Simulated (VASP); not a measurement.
# Al16SbN15 (a cell with a defect) in VASP: a series of runs

Runs on Al16SbN15 (a cell with a defect). Level: PBE. Tasks: single point, relaxation of the atoms.

Program: VASP 6.6.1. These are calculated values, not measurements. Logs are shortened: lines on timing, memory, paths and dates and some standing lists are left out, and cuts for length are marked.

## 1. The cell of the first run

The cell holds a defect, 32 atoms: a = 6.260 Å, b = 6.260 Å, c = 10.035 Å, α = 90.00°, β = 90.00°, γ = 120.00°.

## 2. Single point, PBE

Input file INCAR:

```
  PREC = Accurate
  ENCUT = 520
  EDIFF = 1E-6
  ISMEAR = -1
  SIGMA = 0.01
  LREAL = Auto
  LASPH = T
  NELM = 120
  ALGO = Normal
  ISIF = 2
  LWAVE = F
  LCHARG = T
  GGA = PE
  LELF = T
  LVHAR = T
  NELECT = 129.0
  NBANDS = 86
  GGA_COMPAT = F
```

Input file KPOINTS:

```
Automatic mesh
0
Gamma
  1 1 1
  0.25 0.25 0.25
```

Input file POSCAR:

```
Al16SbN15
1.0
    6.2595139092      0.0000000618      0.0000000000
   -3.1297570081      5.4208980298      0.0000000000
    0.0000000000      0.0000000000     10.0348065900
Al N Sb
16 15 1
Direct
    0.3356500486      0.1657458213      0.2501860958
    0.1676130041      0.3331208407      0.4957192009
    0.3297115971      0.1710966873      0.7570101209
    0.1665546875      0.3340667268      1.0064285260
    0.3360367564      0.6701016649      0.2492420170
    0.2314164251      0.8665179346      0.5220704812
    0.3301225573      0.6616499927      0.7564482021
    0.1750870991      0.8383315739      0.9911221850
    0.8308693683      0.1649435629      0.2490386646
    0.6349401222      0.2697374707      0.5220163660
    0.8388242557      0.1704188678      0.7564556350
    0.6624758853      0.3258230995      0.9910945489
    0.8346291195      0.6668481674      0.1963715310
    0.6334391217      0.8673680950      0.5214669683
    0.8329360853      0.6680453550      0.7494119968
    0.6623587155      0.8383724765      0.9916630883
    0.3307068895      0.1710967507      0.4376217514
    0.1683880944      0.3327343600      0.1918039685
    0.3280938798      0.1726416721      0.9414165270
    0.1670689008      0.3331766847      0.6889811283
    0.3279598681      0.6618627907      0.4359385234
    0.1827623366      0.8395440576      0.1756078463
    0.3277353485      0.6596906852      0.9407264465
    0.1719530189      0.8362638769      0.7110776578
    0.8388755450      0.1723774127      0.4357041399
    0.6619509762      0.3189549618      0.1755790980
    0.8407507596      0.1728359974      0.9407404190
    0.6647439336      0.3289919422      0.7110324128
    0.6619338379      0.8387166097      0.1762156245
    0.8318990293      0.6688895781      0.9456821096
    0.6647584332      0.8355988223      0.7090963686
    0.8325750367      0.6687454985      0.4335090600
```

Potentials or basis: VASP PAW PBE potentials, release 64 (Al, N, Sb).

Command:

```sh
cat potpaw_PBE.64/Al/POTCAR potpaw_PBE.64/N/POTCAR potpaw_PBE.64/Sb/POTCAR > POTCAR
mpirun -np 1 vasp_std > vasp.out
```

OUTCAR:

```text
PREC = Accurate
   ENCUT = 520
   EDIFF = 1E-6
   ISMEAR = -1
   LREAL = Auto
   LASPH = T
   NELM = 120
   ISIF = 2
   GGA = PE
   NELECT = 129.0

 ion  position               nearest neighbor table
   1  0.336  0.166  0.250-  17 1.88  18 1.90  22 1.92  26 1.92   4 3.05   2 3.06   9 3.10   5 3.10
                            12 3.15   8 3.15   5 3.16   9 3.16  13 3.18  13 3.18  10 3.19   6 3.19
   2  0.168  0.333  0.496-  17 1.86  21 1.88  25 1.88  20 1.94   1 3.06   5 3.07   9 3.08   6 3.15
                            10 3.15   3 3.16  14 3.16  14 3.16   7 3.16  10 3.17  11 3.17   6 3.17
   3  0.330  0.171  0.757-  19 1.85  24 1.87  28 1.87  20 1.89   6 2.90  10 2.90  12 2.96   8 2.96
                             4 3.06   7 3.07  11 3.07  15 3.13  15 3.13   2 3.16  11 3.19   7 3.19
   4  0.167  0.334  0.006-  18 1.86  19 1.87  23 1.88  27 1.89   9 3.04   5 3.04   1 3.05   3 3.06
                             7 3.07  11 3.07  16 3.13  12 3.13   8 3.13   8 3.13  16 3.13  12 3.13
   5  0.336  0.670  0.249-  21 1.87  22 1.90  29 1.91  18 1.92   4 3.04   2 3.07   9 3.10   1 3.10
                            16 3.13   8 3.15   1 3.16   9 3.16  13 3.17  13 3.18  14 3.19   6 3.20
   6  0.231  0.867  0.522-  21 1.88  17 1.89  24 1.92  32 2.34  14 2.51  10 2.52   7 2.89   3 2.90
                            15 3.14   2 3.15   2 3.17   1 3.19   5 3.20
   7  0.330  0.662  0.756-  23 1.85  24 1.86  31 1.88  20 1.90   6 2.89  14 2.89   8 2.96  16 2.97
                             3 3.07   4 3.07  11 3.08  15 3.13  15 3.13   2 3.16  11 3.18   3 3.19
   8  0.175  0.838  0.991-  22 1.85  23 1.87  19 1.88  30 1.92  13 2.77   3 2.96   7 2.96  16 3.05
                            12 3.05  15 3.05   4 3.13   4 3.13   5 3.15   1 3.15  12 3.21  16 3.21
   9  0.831  0.165  0.249-  25 1.87  26 1.90  29 1.91  18 1.92   4 3.04   2 3.08   5 3.10   1 3.10
                            16 3.13  12 3.14   1 3.16   5 3.16  13 3.17  13 3.17  14 3.19  10 3.20
  10  0.635  0.270  0.522-  25 1.88  17 1.88  28 1.92  32 2.34  14 2.51   6 2.52  11 2.89   3 2.90
                            15 3.14   2 3.15   2 3.17   1 3.19   9 3.20
  11  0.839  0.170  0.756-  27 1.85  28 1.86  31 1.88  20 1.90  10 2.89  14 2.89  12 2.96  16 2.97
                             3 3.07   4 3.07   7 3.08  15 3.13  15 3.13   2 3.17   7 3.18   3 3.19
  12  0.662  0.326  0.991-  26 1.85  27 1.87  19 1.88  30 1.91  13 2.77   3 2.96  11 2.96  16 3.05
                             8 3.05  15 3.05   4 3.13   4 3.13   9 3.14   1 3.15   8 3.21  16 3.21
  13  0.835  0.667  0.196-  29 1.88  26 1.90  22 1.90  32 2.38  30 2.52   8 2.77  12 2.77  16 2.77
                             5 3.17   9 3.17   9 3.17   1 3.18   5 3.18   1 3.18
  14  0.633  0.867  0.521-  25 1.89  21 1.89  31 1.91  32 2.33   6 2.51  10 2.51  11 2.89   7 2.89
                            15 3.15   2 3.16   2 3.16   5 3.19   9 3.19
  15  0.833  0.668  0.749-  31 1.86  24 1.88  28 1.88  30 1.97   8 3.05  12 3.05  16 3.05  11 3.13
                             7 3.13   3 3.13   3 3.13   7 3.13  11 3.13  10 3.14   6 3.14  14 3.15
  16  0.662  0.838  0.992-  29 1.85  27 1.89  23 1.89  30 1.89  13 2.77  11 2.97   7 2.97   8 3.05
                            12 3.05  15 3.05   9 3.13   5 3.13   4 3.13   4 3.13  12 3.21   8 3.21
  17  0.331  0.171  0.438-   2 1.86   1 1.88  10 1.88   6 1.89
  18  0.168  0.333  0.192-   4 1.86   1 1.90   5 1.92   9 1.92
  19  0.328  0.173  0.941-   3 1.85   4 1.87   8 1.88  12 1.88
  20  0.167  0.333  0.689-   3 1.89  11 1.90   7 1.90   2 1.94
  21  0.328  0.662  0.436-   5 1.87   6 1.88   2 1.88  14 1.89
  22  0.183  0.840  0.176-   8 1.85  13 1.90   5 1.90   1 1.92
  23  0.328  0.660  0.941-   7 1.85   8 1.87   4 1.88  16 1.89
  24  0.172  0.836  0.711-   7 1.86   3 1.87  15 1.88   6 1.92
  25  0.839  0.172  0.436-   9 1.87  10 1.88   2 1.88  14 1.89
  26  0.662  0.319  0.176-  12 1.85  13 1.90   9 1.90   1 1.92
  27  0.841  0.173  0.941-  11 1.85  12 1.87  16 1.89   4 1.89
  28  0.665  0.329  0.711-  11 1.86   3 1.87  15 1.88  10 1.92
  29  0.662  0.839  0.176-  16 1.85  13 1.88   5 1.91   9 1.91
  30  0.832  0.669  0.946-  16 1.89  12 1.91   8 1.92  15 1.97  13 2.52
  31  0.665  0.836  0.709-  15 1.86   7 1.88  11 1.88  14 1.91
  32  0.833  0.669  0.434-  14 2.33   6 2.34  10 2.34  13 2.38  15 3.17

  LATTYP: Found a hexagonal cell.
 ALAT       =     6.2595139092
 C/A-ratio  =     1.6031287310

  Lattice vectors:

 A1 = (   6.2595139092,   0.0000000618,   0.0000000000)
 A2 = (  -3.1297570081,   5.4208980298,   0.0000000000)
 A3 = (   0.0000000000,   0.0000000000,  10.0348065900)

Analysis of symmetry for initial positions (statically):
=====================================================================
 Subroutine PRICEL returns:
 Original cell was already a primitive cell.

 Routine SETGRP: Setting up the symmetry group for a
 hexagonal supercell.

 Subroutine GETGRP returns: Found  1 space group operations
 (whereof  1 operations were pure point group operations)
 out of a pool of 24 trial point group operations.

The static configuration has the point symmetry C_1 .

Analysis of symmetry for dynamics (positions and initial velocities):
=====================================================================
[... 115 lines left out ...]
     0.184471279  0.184471279  0.099653141

  Shift w.r.t. Gamma in fractional coordinates (k-lattice)
     0.250000000  0.250000000  0.250000000

 Subroutine IBZKPT returns following result:
 ===========================================

 Found      6 irreducible k-points:

 Following reciprocal coordinates:
            Coordinates               Weight
  0.250000  0.250000  0.250000      2.000000
 -0.250000  0.500000  0.250000      2.000000
  0.500000  0.250000  0.250000      2.000000
 -0.250000 -0.250000  0.250000      2.000000
  0.250000  0.500000  0.250000      2.000000
  0.500000 -0.250000  0.250000      2.000000
   k-points           NKPTS =      6   k-points in BZ     NKDIM =      6   number of bands    NBANDS=     86
   number of dos      NEDOS =    301   number of ions     NIONS =     32
   total plane-waves  NPLWV = 184320
   dimension x,y,z NGX =    48 NGY =   48 NGZ =   80
   dimension x,y,z NGXF=    96 NGYF=   96 NGZF=  160
   ions per type =              16  15   1
   NGX,Y,Z   is equivalent  to a cutoff of  12.75, 12.75, 13.25 a.u.
   NGXF,Y,Z  is equivalent  to a cutoff of  25.50, 25.50, 26.51 a.u.
 SYSTEM =  unknown system
   PREC   = accura    normal or accurate (medium, high low for compatibility)
   ISTART =      0    job   : 0-new  1-cont  2-samecut
   ICHARG =      2    charge: 1-file 2-atom 10-const
   ISPIN  =      1    spin polarized calculation?
   LNONCOLLINEAR =      F non collinear calculations
   LSORBIT =      F    spin-orbit coupling
   LASPH  =      T    aspherical Exc in radial PAW
   ENCUT  =  520.0 eV  38.22 Ry    6.18 a.u.  11.64 11.64 18.66*2*pi/ulx,y,z
   NELM   =    120;   NELMIN=  2; NELMDL= -5     # of ELM steps
   EDIFF  = 0.1E-05   stopping-criterion for ELM
   LREAL  =      T    real-space projection
   EDIFFG = 0.1E-04   stopping-criterion for IOM
   NSW    =      0    number of steps for IOM
   IBRION =     -1    ionic relax: 0-MD 1-quasi-New 2-CG
   NFREE  =      0    steps in history (QN), initial steepest desc. (CG)
   ISIF   =      2    stress and relaxation
   ISYM   =      2    0-nonsym 1-usesym 2-fastsym
   POTIM  = 0.5000    time-step for ionic-motion
   TEBEG  =    0.0;   TEEND  =   0.0 temperature during run
   PSTRESS=    0.0 pullay stress
   NELECT =     129.0000    total number of electrons
   NUPDOWN=      -1.0000    fix difference up-down
   EMIN   =  10.00;   EMAX   =-10.00  energy-range for DOS
   EFERMI =   0.00;   METHOD = LEGACY
   ISMEAR =    -1;   SIGMA  =   0.01  broadening in eV -4-tet -1-fermi 0-gaus
   EFERMI_NEDOS =   21; number of points for ismear=-14 and -15
   IALGO  =     38    algorithm
   IMIX   =      4    mixing-type and parameters
     AMIX     =   0.40;   BMIX     =  1.00
     AMIX_MAG =   1.60;   BMIX_MAG =  1.00
  volume/ion in A,a.u.               =      10.64        71.81
  Fermi-wavevector in a.u.,A,eV,Ry     =   1.184580  2.238532 19.092105  1.403230
  Thomas-Fermi vector in A             =   2.320791
   LORBIT       =      0    0 simple, 1 ext, 2 COOP (PROOUT), +10 PAW based schemes
   GGA     = PE    functional components
   LHFCALC =     F    Hartree Fock is set to
   AEXX    =    0.0000 exact exchange contribution
   IVDW    =     0    specifies the selected vdW correction
   LEPSILON=     F    determine dielectric tensor
   LRPA    =     F    only Hartree local field effects (RPA)
 non-spin polarized calculation
  energy-cutoff  :      520.00
  volume of cell :      340.50
 maximum number of plane-waves:      9148
 NGX is ok and might be reduce to    48
   NGX = 23   NGY = 23   NGZ = 37

 number of electron     129.0000000 magnetization

 Free energy of the ion-electron system (eV)
  ---------------------------------------------------
  ext. energy  EPLUGINS =         0.00000000
  ---------------------------------------------------
  free energy    TOTEN  =      -216.61417961 eV

  energy without entropy =     -216.60050646  energy(sigma->0) =     -216.60734304

 E-fermi :   9.9046     XC(G=0): -11.0744

 val. band max:        9.9038876405   @ k =  -0.2500   0.5000   0.2500
 cond. band min:       9.9082293776   @ k =   0.2500   0.2500   0.2500
 fundamental gap:      0.0043417372
 Fermi energy:         9.9045697156

 k-point     1 :       0.2500    0.2500    0.2500
  band No.  band energies     occupation
      1      -8.3311      2.00000
      2      -7.7353      2.00000
      3      -7.6878      2.00000
      4      -7.6128      2.00000
      5      -7.1483      2.00000
      6      -7.0724      2.00000
[... 463 lines left out ...]
     75      13.4847      0.00000
     76      13.5850      0.00000
 [bands above 76 left out]

------------------------ aborting loop because EDIFF is reached ----------------------------------------

  FORCE on cell =-STRESS in cart. coord.  units (eV):
  Direction    XX          YY          ZZ          XY          YZ          ZX
  --------------------------------------------------------------------------------------
  -------------------------------------------------------------------------------------
  Total       41.3327423     39.0590541     50.8082159     -2.0049603      0.0683078     -0.1884849
  in kB      194.4840310    183.7855863    239.0692241     -9.4339920      0.3214104     -0.8868827
  external PRESSURE =     205.7796138 kB  Pullay stress =       0.0000000 kB

 VOLUME and BASIS-vectors are now :
 -----------------------------------------------------------------------------
  energy-cutoff  :      520.00
  volume of cell :      340.50
      direct lattice vectors                 reciprocal lattice vectors
     6.259513909  0.000000062  0.000000000     0.159756813  0.092235641  0.000000000
    -3.129757008  5.420898030  0.000000000    -0.000000002  0.184471279  0.000000000
     0.000000000  0.000000000 10.034806590     0.000000000  0.000000000  0.099653141

 POSITION                                       TOTAL-FORCE (eV/Angst)
 -----------------------------------------------------------------------------------
      1.58226      0.89849      2.51057         0.133330     -0.073400     -0.053636
      0.00659      1.80581      4.97445        -0.265773      0.149399     -0.001998
      1.52834      0.92750      7.59645         0.130091     -0.063923      0.005481
     -0.00300      1.81094      0.06451        -0.106857      0.064870      0.005512
      0.00617      3.63255      2.50110         0.047570     -0.084764      0.030450
     -1.26344      4.69731      5.23888        -0.000933      0.048801      0.080292
[... 24 lines left out ...]
      1.54584      4.52970      7.11564        -0.147446      0.098296      0.163779
      3.11850      3.62520      4.35018         0.083094     -0.057721     -0.050328
 -----------------------------------------------------------------------------------
    total drift:                               -0.004279      0.001734      0.001651

  FREE ENERGIE OF THE ION-ELECTRON SYSTEM (eV)
  ---------------------------------------------------
  free  energy   TOTEN  =      -216.6141796101 eV

  energy  without entropy=     -216.6005064620  energy(sigma->0) =     -216.60734304
```

Run time: 5 min. Hardware: 1 thread of Intel Xeon Platinum 8375C at 2.90GHz (Ice Lake), shared host; peak memory 0.49 GiB.

Results:

```yaml
Free_energy: -216.6142 eV
Largest_force: 0.305 eV/Å
```

Forces on the atoms (eV/Å):
```
Al   0.133 -0.073 -0.054
Al  -0.266  0.149 -0.002
Al   0.130 -0.064  0.005
Al  -0.107  0.065  0.006
Al   0.048 -0.085  0.030
Al  -0.001  0.049  0.080
Al   0.113 -0.081  0.000
Al  -0.120  0.076  0.011
Al   0.094 -0.004  0.035
Al  -0.038 -0.017  0.077
Al   0.125 -0.070  0.002
Al  -0.133  0.069  0.017
Al   0.179 -0.102 -0.061
Al  -0.136  0.063 -0.054
Al   0.138 -0.086  0.017
Al  -0.136  0.064 -0.005
N    0.125 -0.088 -0.184
N   -0.106  0.052 -0.005
N    0.143 -0.079 -0.071
N   -0.142  0.099  0.001
N    0.147 -0.066  0.092
N   -0.207  0.099  0.030
N    0.217 -0.070  0.027
N   -0.135  0.057 -0.096
N    0.129 -0.061  0.103
N   -0.189  0.096  0.033
N    0.186 -0.145  0.029
N   -0.138  0.085 -0.092
N   -0.190  0.130 -0.072
N    0.200 -0.105 -0.012
N   -0.147  0.098  0.164
Sb   0.083 -0.058 -0.050
```

Levels at points of the mesh, in eV from the Fermi level:
| k point | band 61 | band 62 | band 63 | band 64 | band 65 | band 66 | band 67 | band 68 | band 69 | band 70 |
| --- | --- | --- | --- | --- | --- | --- | --- | --- | --- | --- |
| (0.25, 0.25, 0.25) | -3.96 | -2.23 | -2.00 | -1.39 | 0.00 | 2.10 | 2.38 | 2.68 | 2.71 | 2.85 |

Caveat: the k points lie up to 0.58 Å⁻¹ apart, too coarse for converged energies and pressures of a metal; the cell carries a net charge on a neutralising background, which shifts energy and pressure; the cell is charged against a uniform background, so pressure and absolute levels hang on convention; spin-orbit coupling is left out, which moves the levels of the heavy elements; an odd number of electrons without spin polarisation forces a metal; a magnetic or distorted state may lie lower.

## 3. Single point, PBE

Input file INCAR:

```
PREC = Accurate ; ENCUT = 520
EDIFF = 1E-6 ; ISMEAR = -1
SIGMA = 0.01 ; LREAL = Auto
LASPH = True ; NELM = 120
ALGO = Normal ; ISIF = 2
LWAVE = False ; LCHARG = False
GGA = PE ; NBANDS = 86
GGA_COMPAT = False
```

KPOINTS is that of step 2.

Input file POSCAR:

```
Al16SbN15
1.0
    6.2595139092      0.0000000618      0.0000000000
   -3.1297570081      5.4208980298      0.0000000000
    0.0000000000      0.0000000000     10.0348065900
Al N Sb
16 15 1
Direct
    0.3352015674      0.1617217232      0.2512733214
    0.1659754123      0.3306681450      0.4988329462
    0.3278991904      0.1684755298      0.7570130082
    0.1653595343      0.3312107356      1.0091997673
    0.3350916997      0.6700822545      0.2516490802
    0.2061770679      0.8532773342      0.5203412444
    0.3277233757      0.6551597108      0.7562759934
    0.1790652856      0.8377437609      0.9906246403
    0.8266088355      0.1617060784      0.2515327483
    0.6438242482      0.2908570788      0.5202727741
    0.8412305063      0.1686694982      0.7563739203
    0.6587004551      0.3174636531      0.9906293264
    0.8323645528      0.6644084879      0.1787672538
    0.6438199960      0.8529716225      0.5208714986
    0.8319576089      0.6645439534      0.7498130436
    0.6580700881      0.8384344432      0.9909967918
    0.3326150026      0.1644843812      0.4429187576
    0.1666338739      0.3301821181      0.1974287052
    0.3264335590      0.1699959465      0.9405066540
    0.1667424012      0.3293556866      0.6892946663
    0.3313114834      0.6696079551      0.4448310191
    0.1828993868      0.8375082554      0.1745943422
    0.3255430863      0.6553883713      0.9395814253
    0.1748333250      0.8342419949      0.7060756767
    0.8271041020      0.1652820821      0.4446921982
    0.6592712633      0.3140636171      0.1745877217
    0.8410305829      0.1708402379      0.9396863300
    0.6621810934      0.3214964856      0.7060923777
    0.6585906081      0.8379145410      0.1754915315
    0.8302901146      0.6660993542      0.9468668449
    0.6626757263      0.8337396473      0.7056921694
    0.8307515303      0.6664337993      0.4141821767
```

Potentials or basis: VASP PAW PBE potentials, release 64 (Al, N, Sb).

Command:

```sh
cat potpaw_PBE.64/Al/POTCAR potpaw_PBE.64/N/POTCAR potpaw_PBE.64/Sb/POTCAR > POTCAR
mpirun -np 1 vasp_std > vasp.out
```

Run time: 4.6 min. Hardware: 1 thread of Intel Xeon Platinum 8375C at 2.90GHz (Ice Lake), shared host; peak memory 0.49 GiB.

Results (log left out):

| Quantity | Value |
| --- | --- |
| Free energy | -226.8085 eV |
| Pressure | 14.5 GPa |
| Largest force | 0.299 eV/Å |
| Band gap on the k mesh | 2.40 eV |

Forces on the atoms (eV/Å):
```
Al   0.122 -0.076 -0.105
Al  -0.249  0.142  0.010
Al   0.112 -0.065  0.027
Al  -0.104  0.055  0.002
Al   0.086 -0.068  0.057
Al  -0.036  0.083  0.088
Al   0.126 -0.074 -0.015
Al  -0.132  0.090  0.009
Al   0.105 -0.048  0.061
Al  -0.089 -0.010  0.093
Al   0.117 -0.081 -0.014
Al  -0.137  0.073  0.008
Al   0.170 -0.094 -0.054
Al  -0.173  0.090 -0.024
Al   0.153 -0.096 -0.005
Al  -0.128  0.067  0.005
N    0.224 -0.132  0.147
N   -0.145  0.078 -0.002
N    0.130 -0.073 -0.065
N   -0.154  0.107 -0.008
N    0.228 -0.132 -0.108
N   -0.196  0.116  0.052
N    0.226 -0.067  0.035
N   -0.180  0.104 -0.037
N    0.221 -0.116 -0.101
N   -0.191  0.098  0.054
N    0.169 -0.150  0.028
N   -0.185  0.116 -0.044
N   -0.174  0.113 -0.096
N    0.221 -0.119 -0.014
N   -0.205  0.120  0.082
Sb   0.069 -0.049 -0.069
```

Stress tensor (GPa, compression positive):
```
13.67 -0.97 -0.08
-0.97 12.53  0.03
-0.08  0.03 17.34
```

Levels at points of the mesh, in eV from the valence-band top:
| k point | band 62 | band 63 | band 64 | band 65 | band 66 | band 67 |
| --- | --- | --- | --- | --- | --- | --- |
| (0.25, 0.25, 0.25) | -0.78 | -0.35 | 0.00 | 2.42 | 3.65 | 4.10 |

Caveat: the k points lie up to 0.58 Å⁻¹ apart; spin-orbit coupling is left out, which moves the levels of the heavy elements.

[end of part 1 of 3]
